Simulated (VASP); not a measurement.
# Mo (Pm-3m) in VASP: a series of runs

Mo is run at these levels: RPBE; tasks: single point.

All numbers are computed with VASP 6.6.1; they aren't measurements. Logs are shortened: lines on timing, memory, paths and dates and some standing lists are left out, and cuts for length are marked.

## Step 1: The cell of the first run

The structure is cubic, space group Pm-3m (No. 221). The conventional cell has a = 2.508 Å, b = 2.508 Å, c = 2.508 Å, α = 90.00°, β = 90.00°, γ = 90.00°. Mo (site symmetry m-3m) has 6 Mo at 2.51 Å within 3.3 Å.

## Step 2: Single point, RPBE (volume scaled by 0.88)

File INCAR:

```
PREC = Accurate
ENCUT = 520
EDIFF = 1E-6
ISMEAR = -1
SIGMA = 0.1
LREAL = F
LASPH = T
NELM = 80
ALGO = Normal
ISIF = 2
LWAVE = F
LCHARG = F
GGA = RP
NBANDS = 13
```

File KPOINTS:

```
regular mesh
0
Gamma
  13 13 13
```

File POSCAR:

```
Mo
1.0
    2.5084184508      0.0000000000      0.0000000000
    0.0000000000      2.5084184508      0.0000000000
    0.0000000000      0.0000000000      2.5084184508
Mo
1
Direct
    0.0000000000      0.0000000000      0.0000000000
```

Potentials or basis: VASP PAW PBE potentials, release 64 (Mo_sv).

Started as:

```
$ cat potpaw_PBE.64/Mo_sv/POTCAR > POTCAR
$ mpirun -np 1 vasp_std > vasp.out
```

OUTCAR:

```text
PREC = Accurate
   ENCUT = 520
   EDIFF = 1E-6
   ISMEAR = -1
   LREAL = F
   LASPH = T
   NELM = 80
   ISIF = 2
   GGA = RP

 ion  position               nearest neighbor table
   1  0.000  0.000  0.000-

  LATTYP: Found a simple cubic cell.
 ALAT       =     2.5084184508

  Lattice vectors:

 A1 = (   2.5084184508,   0.0000000000,   0.0000000000)
 A2 = (   0.0000000000,   2.5084184508,   0.0000000000)
 A3 = (   0.0000000000,   0.0000000000,   2.5084184508)

Analysis of symmetry for initial positions (statically):
=====================================================================
 Subroutine PRICEL returns:
 Original cell was already a primitive cell.

 Routine SETGRP: Setting up the symmetry group for a
 simple cubic supercell.

 Subroutine GETGRP returns: Found 48 space group operations
 (whereof 48 operations were pure point group operations)
 out of a pool of 48 trial point group operations.

The static configuration has the point symmetry O_h .

Analysis of symmetry for dynamics (positions and initial velocities):
=====================================================================
 Subroutine PRICEL returns:
 Original cell was already a primitive cell.

 Routine SETGRP: Setting up the symmetry group for a
 simple cubic supercell.

 Subroutine GETGRP returns: Found 48 space group operations
 (whereof 48 operations were pure point group operations)
 out of a pool of 48 trial point group operations.

The dynamic configuration has the point symmetry O_h .

 Subroutine INISYM returns: Found 48 space group operations
 (whereof 48 operations are pure point group operations),
 and found     1 'primitive' translations

----------------------------------------------------------------------------------------

                                     Primitive cell

  volume of cell :      15.7834

  direct lattice vectors                    reciprocal lattice vectors
     2.508418451  0.000000000  0.000000000     0.398657568  0.000000000  0.000000000
     0.000000000  2.508418451  0.000000000     0.000000000  0.398657568  0.000000000
     0.000000000  0.000000000  2.508418451     0.000000000  0.000000000  0.398657568

  length of vectors
     2.508418451  2.508418451  2.508418451     0.398657568  0.398657568  0.398657568

  position of ions in fractional coordinates (direct lattice)
     0.000000000  0.000000000  0.000000000

  ion indices of the primitive-cell ions
   primitive index   ion index
                 1           1

----------------------------------------------------------------------------------------

 KPOINTS: regular mesh

Automatic generation of k-mesh.
 Grid dimensions read from file:
 generate k-points for:   13   13   13

 Generating k-lattice:

  Cartesian coordinates                     Fractional coordinates (reciprocal lattice)
     0.030665967  0.000000000  0.000000000     0.076923077  0.000000000  0.000000000
     0.000000000  0.030665967  0.000000000     0.000000000  0.076923077  0.000000000
     0.000000000  0.000000000  0.030665967     0.000000000  0.000000000  0.076923077

  Length of vectors
     0.030665967  0.030665967  0.030665967

  Shift w.r.t. Gamma in fractional coordinates (k-lattice)
     0.000000000  0.000000000  0.000000000

 Subroutine IBZKPT returns following result:
 ===========================================

 Found     84 irreducible k-points:

 Following reciprocal coordinates:
            Coordinates               Weight
  0.000000  0.000000  0.000000      1.000000
  0.076923  0.000000  0.000000      6.000000
  0.153846  0.000000  0.000000      6.000000
  0.230769  0.000000  0.000000      6.000000
  0.307692  0.000000  0.000000      6.000000
  0.384615  0.000000  0.000000      6.000000
[... 16 lines left out ...]
  0.307692  0.307692  0.000000     12.000000
  0.384615  0.307692  0.000000     24.000000
 [... further k-points ...]
   k-points           NKPTS =     84   k-points in BZ     NKDIM =     84   number of bands    NBANDS=     13
   number of dos      NEDOS =    301   number of ions     NIONS =      1
   total plane-waves  NPLWV =   8000
   dimension x,y,z NGX =    20 NGY =   20 NGZ =   20
   dimension x,y,z NGXF=    40 NGYF=   40 NGZF=   40
   ions per type =               1
   NGX,Y,Z   is equivalent  to a cutoff of  13.26, 13.26, 13.26 a.u.
   NGXF,Y,Z  is equivalent  to a cutoff of  26.51, 26.51, 26.51 a.u.
 SYSTEM =  unknown system
   PREC   = accura    normal or accurate (medium, high low for compatibility)
   ISTART =      0    job   : 0-new  1-cont  2-samecut
   ICHARG =      2    charge: 1-file 2-atom 10-const
   ISPIN  =      1    spin polarized calculation?
   LNONCOLLINEAR =      F non collinear calculations
   LSORBIT =      F    spin-orbit coupling
   LASPH  =      T    aspherical Exc in radial PAW
   ENCUT  =  520.0 eV  38.22 Ry    6.18 a.u.   4.66  4.66  4.66*2*pi/ulx,y,z
   NELM   =     80;   NELMIN=  2; NELMDL= -5     # of ELM steps
   EDIFF  = 0.1E-05   stopping-criterion for ELM
   LREAL  =      F    real-space projection
   EDIFFG = 0.1E-04   stopping-criterion for IOM
   NSW    =      0    number of steps for IOM
   IBRION =     -1    ionic relax: 0-MD 1-quasi-New 2-CG
   NFREE  =      0    steps in history (QN), initial steepest desc. (CG)
   ISIF   =      2    stress and relaxation
   ISYM   =      2    0-nonsym 1-usesym 2-fastsym
   POTIM  = 0.5000    time-step for ionic-motion
   TEBEG  =    0.0;   TEEND  =   0.0 temperature during run
   PSTRESS=    0.0 pullay stress
   NELECT =      14.0000    total number of electrons
   NUPDOWN=      -1.0000    fix difference up-down
   EMIN   =  10.00;   EMAX   =-10.00  energy-range for DOS
   EFERMI =   0.00;   METHOD = LEGACY
   ISMEAR =    -1;   SIGMA  =   0.10  broadening in eV -4-tet -1-fermi 0-gaus
   EFERMI_NEDOS =   21; number of points for ismear=-14 and -15
   IALGO  =     38    algorithm
   IMIX   =      4    mixing-type and parameters
     AMIX     =   0.40;   BMIX     =  1.00
     AMIX_MAG =   1.60;   BMIX_MAG =  1.00
  volume/ion in A,a.u.               =      15.78       106.51
  Fermi-wavevector in a.u.,A,eV,Ry     =   1.572959  2.972462 33.663554  2.474201
  Thomas-Fermi vector in A             =   2.674316
   LORBIT       =      0    0 simple, 1 ext, 2 COOP (PROOUT), +10 PAW based schemes
   GGA     = RP    functional components
   LHFCALC =     F    Hartree Fock is set to
   AEXX    =    0.0000 exact exchange contribution
   IVDW    =     0    specifies the selected vdW correction
   LEPSILON=     F    determine dielectric tensor
   LRPA    =     F    only Hartree local field effects (RPA)
 non-spin polarized calculation
  energy-cutoff  :      520.00
  volume of cell :       15.78
 maximum number of plane-waves:       449
 NGX is ok and might be reduce to    20
   NGX =  9   NGY =  9   NGZ =  9

 number of electron      14.0000006 magnetization

 Free energy of the ion-electron system (eV)
  ---------------------------------------------------
  ext. energy  EPLUGINS =         0.00000000
  ---------------------------------------------------
  free energy    TOTEN  =        -9.07778723 eV

  energy without entropy =       -9.05596992  energy(sigma->0) =       -9.06687857

 E-fermi :  12.3633     XC(G=0): -13.1232

 val. band max:       12.3334929067   @ k =   0.3077   0.2308   0.2308
 cond. band min:      12.4543766182   @ k =   0.3077   0.3077   0.1538
 fundamental gap:      0.1208837115
 Fermi energy:        12.3633284635

 k-point     1 :       0.0000    0.0000    0.0000
  band No.  band energies     occupation
      1     -48.8155      2.00000
      2     -21.8083      2.00000
      3     -21.8083      2.00000
      4     -21.8083      2.00000
      5       5.5895      2.00000
      6       7.6135      2.00000
      7       7.6135      2.00000
      8      16.8149      0.00000
      9      16.8149      0.00000
     10      16.8149      0.00000
     11      28.8400      0.00000
     12      28.8400      0.00000
     13      28.8400      0.00000

 k-point     2 :       0.0769    0.0000    0.0000
  band No.  band energies     occupation
      1     -48.7993      2.00000
      2     -21.9342      2.00000
      3     -21.7976      2.00000
      4     -21.7976      2.00000
      5       5.7884      2.00000
      6       7.6657      2.00000
      7       7.8602      2.00000
      8      16.5130      0.00000
      9      16.5130      0.00000
     10      16.8364      0.00000
     11      27.8828      0.00000
     12      29.2544      0.00000
     13      29.2544      0.00000

 k-point     3 :       0.1538    0.0000    0.0000
  band No.  band energies     occupation
      1     -48.7538      2.00000
      2     -22.2747      2.00000
      3     -21.7677      2.00000
      4     -21.7677      2.00000
      5       6.2885      2.00000
      6       7.8139      2.00000
      7       8.6213      2.00000
      8      15.7627      0.00000
      9      15.7627      0.00000
     10      16.8966      0.00000
     11      25.9923      0.00000
     12      30.3171      0.00000
     13      30.3171      0.00000
[... 305 lines left out ...]
 k-point    23 :       0.3077    0.3077    0.0000
  band No.  band energies     occupation
      1     -48.4277      2.00000
      2     -23.0451      2.00000
      3     -22.9986      2.00000
      4     -21.5571      2.00000
      5       8.1631      2.00000
      6       9.1234      2.00000
      7      13.0338      0.00245
      8      14.3435      0.00000
      9      14.5084      0.00000
     10      14.6553      0.00000
     11      23.7753      0.00000
     12      27.3135      0.00000
     13      30.8014      0.00000

 k-point    24 :       0.3846    0.3077    0.0000
  band No.  band energies     occupation
      1     -48.3705      2.00000
      2     -23.3833      2.00000
      3     -22.9669      2.00000
      4     -21.5208      2.00000
      5       7.7380      2.00000
      6       9.3095      2.00000
      7      13.7273      0.00000
      8      13.8945      0.00000
      9      14.6592      0.00000
     10      15.9699      0.00000
     11      22.7864      0.00000
     12      27.9568      0.00000
     13      30.4012      0.00000

 [... further k-points ...]
[... 5 lines left out ...]
  --------------------------------------------------------------------------------------
  -------------------------------------------------------------------------------------
  Total        2.9713038      2.9713038      2.9713038      0.0000000     -0.0000000      0.0000000
  in kB      301.6182985    301.6182985    301.6182985      0.0000000     -0.0000000      0.0000000
  external PRESSURE =     301.6182985 kB  Pullay stress =       0.0000000 kB

 VOLUME and BASIS-vectors are now :
 -----------------------------------------------------------------------------
  energy-cutoff  :      520.00
  volume of cell :       15.78
      direct lattice vectors                 reciprocal lattice vectors
     2.508418451  0.000000000  0.000000000     0.398657568  0.000000000  0.000000000
     0.000000000  2.508418451  0.000000000     0.000000000  0.398657568  0.000000000
     0.000000000  0.000000000  2.508418451     0.000000000  0.000000000  0.398657568

 POSITION                                       TOTAL-FORCE (eV/Angst)
 -----------------------------------------------------------------------------------
      0.00000      0.00000      0.00000         0.000000      0.000000      0.000000
 -----------------------------------------------------------------------------------
    total drift:                                0.000000      0.000000      0.000000

  FREE ENERGIE OF THE ION-ELECTRON SYSTEM (eV)
  ---------------------------------------------------
  free  energy   TOTEN  =        -9.0777872266 eV

  energy  without entropy=       -9.0559699160  energy(sigma->0) =       -9.06687857
```

It took 7.2 s on 1 thread of Intel Xeon 6975P-C (Granite Rapids), shared host; peak memory 0.13 GiB.

What came out:

```yaml
Free_energy: -9.0778 eV
Pressure: 30.2 GPa
Band_gap_on_the_k_mesh: zero (band 7 reaches 13.99 eV, above the bottom of band 8 at 11.60 eV)
```

Caveat: the cell differs from its parent crystal (volume scaled by 0.88); the PAW data sets were made with another functional, which shifts forces and pressure a little.

## Step 3: Single point, RPBE (volume scaled by 0.92)

File INCAR:

```
ALGO     = Normal         # electronic algorithm
EDIFF    = 1E-6           # SCF threshold, eV
ENCUT    = 520            # plane-wave cutoff, eV
GGA      = RP             # functional
ISIF     = 2              # what is computed and relaxed
ISMEAR   = -1             # smearing method
LASPH    = True           # aspherical terms in the spheres
LCHARG   = True           # write CHGCAR
LELF     = True           # ELF
LREAL    = False          # projectors in reciprocal space
LVHAR    = True         
LWAVE    = False          # write WAVECAR
NBANDS   = 13             # bands
NELM     = 100            # most SCF steps
PREC     = Accurate       # precision mode
SIGMA    = 0.1            # smearing width, eV
```

File KPOINTS:

```
k-points
0
Gamma
  13 13 13
```

File POSCAR:

```
Mo
1.0
    2.5458630527      0.0000000000      0.0000000000
    0.0000000000      2.5458630527      0.0000000000
    0.0000000000      0.0000000000      2.5458630527
Mo
1
Direct
    0.0000000000      0.0000000000      0.0000000000
```

Potentials or basis: VASP PAW PBE potentials, release 64 (Mo_sv).

Started as:

```
$ cat potpaw_PBE.64/Mo_sv/POTCAR > POTCAR
$ mpirun -np 1 vasp_std > vasp.out
```

Wall time 8.2 s (1 thread of Intel Xeon 6975P-C (Granite Rapids), shared host); peak memory 0.13 GiB.

Results (log left out):

```yaml
Free_energy: -9.1842 eV
Pressure: 17.7 GPa
Band_gap_on_the_k_mesh: zero (band 7 reaches 13.23 eV, above the bottom of band 8 at 11.01 eV)
```

Levels at points of the mesh, in eV from the Fermi level:
```
           k point  band 4  band 5  band 6  band 7  band 8  band 9  band 10  band 11
(0.00, 0.00, 0.00)  -34.27   -6.65   -4.50   -4.50    4.18    4.18     4.18    16.07
```

Caveat: the cell differs from its parent crystal (volume scaled by 0.92); the PAW data sets were made with another functional, which shifts forces and pressure a little.

## Step 4: Single point, RPBE (volume scaled by 0.96)

File INCAR:

```
ALGO     = Normal         # electronic algorithm
EDIFF    = 1E-6           # SCF threshold, eV
ENCUT    = 520            # plane-wave cutoff, eV
GGA      = RP             # functional
ISIF     = 2              # what is computed and relaxed
ISMEAR   = -1             # smearing method
LASPH    = T              # aspherical terms in the spheres
LCHARG   = F              # write CHGCAR
LREAL    = F              # projectors in reciprocal space
LWAVE    = F              # write WAVECAR
NBANDS   = 13             # bands
NELM     = 100            # most SCF steps
PREC     = Accurate       # precision mode
SIGMA    = 0.1            # smearing width, eV
```

KPOINTS is that of step 3.

File POSCAR:

```
Mo
1.0
    2.5822374392      0.0000000000      0.0000000000
    0.0000000000      2.5822374392      0.0000000000
    0.0000000000      0.0000000000      2.5822374392
Mo
1
Direct
    0.0000000000      0.0000000000      0.0000000000
```

Started as:

```
$ cat potpaw_PBE.64/Mo_sv/POTCAR > POTCAR
$ mpirun -np 1 vasp_std > vasp.out
```

Run time: 6.5 s. Hardware: 1 thread of Intel Xeon 6975P-C (Granite Rapids), shared host; peak memory 0.13 GiB.

It converged, with:

```
Free energy            : -9.2403 eV
Pressure               : 7.6 GPa
Band gap on the k mesh : zero (band 7 reaches 12.53 eV, above the bottom of band 8 at 10.45 eV)
```

Levels at points of the mesh, in eV from the Fermi level:
| k point | band 3 | band 4 | band 5 | band 6 | band 7 | band 8 | band 9 | band 10 | band 11 | band 12 |
| --- | --- | --- | --- | --- | --- | --- | --- | --- | --- | --- |
| (0.00, 0.00, 0.00) | -34.36 | -34.36 | -6.52 | -4.27 | -4.27 | 3.94 | 3.94 | 3.94 | 15.69 | 15.69 |

Caveat: the cell differs from its parent crystal (volume scaled by 0.96); the PAW data sets were made with another functional, which shifts forces and pressure a little.

## Step 5: Single point, RPBE

This run uses another cell than the first one, of 17.94 Å³/atom, 1.136 times its volume.

File INCAR:

```
SYSTEM = Mo
PREC     = Accurate       ! precision mode
ENCUT    = 520            ! plane-wave cutoff, eV
EDIFF    = 1E-6           ! SCF threshold, eV
ISMEAR   = -1             ! smearing method
SIGMA    = 0.1            ! smearing width, eV
LREAL    = .False.        ! projectors in reciprocal space
LASPH    = .True.         ! aspherical terms in the spheres
NELM     = 100            ! most SCF steps
ALGO     = Normal         ! electronic algorithm
ISIF     = 2              ! what is computed and relaxed
LWAVE    = .False.        ! write WAVECAR
LCHARG   = .True.         ! write CHGCAR
GGA      = RP             ! functional
LELF     = .True.         ! ELF
LVHAR    = .True.       
NBANDS   = 13             ! bands
```

File KPOINTS:

```
Automatic mesh
0
Gamma
  12 12 12
  0 0 0
```

File POSCAR:

```
Mo
1.0
    2.6176149510      0.0000000000      0.0000000000
    0.0000000000      2.6176149510      0.0000000000
    0.0000000000      0.0000000000      2.6176149510
Mo
1
Direct
    0.0000000000      0.0000000000      0.0000000000
```

Started as:

```
$ cat potpaw_PBE.64/Mo_sv/POTCAR > POTCAR
$ mpirun -np 1 vasp_std > vasp.out
```

Run time: 7.4 s. Hardware: 1 thread of Intel Xeon 6975P-C (Granite Rapids), shared host; peak memory 0.13 GiB.

Results (log left out):

| Item | Value |
| --- | --- |
| Free energy | -9.2452 eV |
| Pressure | 0.4 GPa |
| Band gap on the k mesh | zero (band 7 reaches 11.81 eV, above the bottom of band 8 at 9.71 eV) |

Levels at points of the mesh, in eV from the Fermi level:
| k point | band 5 | band 6 | band 7 | band 8 | band 9 | band 10 |
| --- | --- | --- | --- | --- | --- | --- |
| (0.00, 0.00, 0.00) | -6.33 | -4.00 | -4.00 | 3.77 | 3.77 | 3.77 |
| (0.50, 0.00, 0.00) | -3.36 | -3.14 | 0.13 | 0.69 | 0.69 | 4.09 |
| (0.50, 0.50, 0.00) | -5.08 | -2.16 | 1.32 | 1.32 | 5.73 | 5.73 |
| (0.50, 0.50, 0.50) | -3.54 | -3.54 | -3.54 | 6.12 | 6.12 | 7.81 |

Caveat: the PAW data sets were made with another functional, which shifts forces and pressure a little.

## Step 6: Single point, RPBE

This run uses another cell than the first one, of 17.94 Å³/atom, 1.136 times its volume.

File INCAR:

```
SYSTEM = Mo
  PREC = Accurate
  ENCUT = 520
  EDIFF = 1E-6
  ISMEAR = -1
  SIGMA = 0.1
  LREAL = .FALSE.
  LASPH = .TRUE.
  NELM = 60
  ALGO = Normal
  ISIF = 2
  LWAVE = .FALSE.
  LCHARG = .FALSE.
  GGA = RP
  NBANDS = 13
```

File KPOINTS:

```
Automatic mesh
0
G
  13 13 13
  0 0 0
```

POSCAR is that of step 5.

Potentials or basis: VASP PAW PBE potentials, release 64 (Mo_sv).

Started as:

```
$ cat potpaw_PBE.64/Mo_sv/POTCAR > POTCAR
$ mpirun -np 1 vasp_std > vasp.out
```

Run time: 6.7 s. Hardware: 1 thread of Intel Xeon 6975P-C (Granite Rapids), shared host; peak memory 0.13 GiB.

It converged, with:

* Free energy: -9.2559 eV
* Pressure: -0.5 GPa
* Band gap on the k mesh: zero (band 7 reaches 11.88 eV, above the bottom of band 8 at 9.86 eV)

Levels at points of the mesh, in eV from the Fermi level:
| k point | band 3 | band 4 | band 5 | band 6 | band 7 | band 8 | band 9 | band 10 | band 11 | band 12 |
| --- | --- | --- | --- | --- | --- | --- | --- | --- | --- | --- |
| (0.00, 0.00, 0.00) | -34.44 | -34.44 | -6.39 | -4.06 | -4.06 | 3.71 | 3.71 | 3.71 | 15.34 | 15.34 |

Caveat: the PAW data sets were made with another functional, which shifts forces and pressure a little.

## Step 7: The runs side by side

| cell | k mesh | gap on the mesh (eV) | pressure (GPa) |
| --- | --- | --- | --- |
| a = 2.508 Å, 1 atom | 13 × 13 × 13 | none | 30.2 |
| a = 2.546 Å, 1 atom | 13 × 13 × 13 | none | 17.7 |
| a = 2.582 Å, 1 atom | 13 × 13 × 13 | none | 7.6 |
| a = 2.618 Å, 1 atom | 12 × 12 × 12 | none | 0.4 |
| a = 2.618 Å, 1 atom | 13 × 13 × 13 | none | -0.5 |

Alike in all rows: task single point; level RPBE; potentials or basis VASP PAW PBE potentials, release 64 (Mo_sv); no spin polarisation; cutoff (eV) 520; smearing fermi-dirac 0.1 eV.

Caveats: the PAW data sets were made with another functional, which shifts forces and pressure a little.

Total energies depend on the potentials used, so only differences within one code and one set of settings carry meaning.
